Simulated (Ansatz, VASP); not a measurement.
**One calculation of Si2W, two programs**

```
Si W
1.0
     3.22914    0.00000    0.00000
     0.00000    3.22914    0.00000
     0.00000    0.00000   25.46974
Si W
6 3
Direct
  0.00000 0.00000 0.29704
  0.00000 0.00000 0.39698
  0.50000 0.50000 0.44829
  0.50000 0.50000 0.55171
  0.00000 0.00000 0.60302
  0.00000 0.00000 0.70296
  0.50000 0.50000 0.34666
  0.00000 0.00000 0.50000
  0.50000 0.50000 0.65334
```

Alike in both runs: functional PBE; k mesh 11 × 11 × 1; occupations gaussian, width 0.1 eV; no spin polarisation.

Ansatz relaxed the structure, and its values are those at the end. VASP's run is a single point on that final structure, the one shown.

|  | VASP | Ansatz |
| --- | --- | --- |
| version | VASP 6.6.1 | Ansatz 0.2.0 |
| potentials or method | VASP PAW PBE potentials, release 64 (Si, W_sv), cutoff 520 eV | scalar-relativistic, plane waves, PAW |
| valence electrons in the cell | 66 | 66 |

|  | VASP | Ansatz | Ansatz less VASP |
| --- | --- | --- | --- |
| gap on the k mesh at the Fermi level (eV) | none | none | - |
| rms of the force components (eV/Å) | 0.006 | 0.003 | -0.0028 |

A gap of «none» marks a metal or a gap that the smearing closes. The functional is the same, so the differences come from potentials, cutoffs and numerics.

Spin-orbit coupling is off throughout.
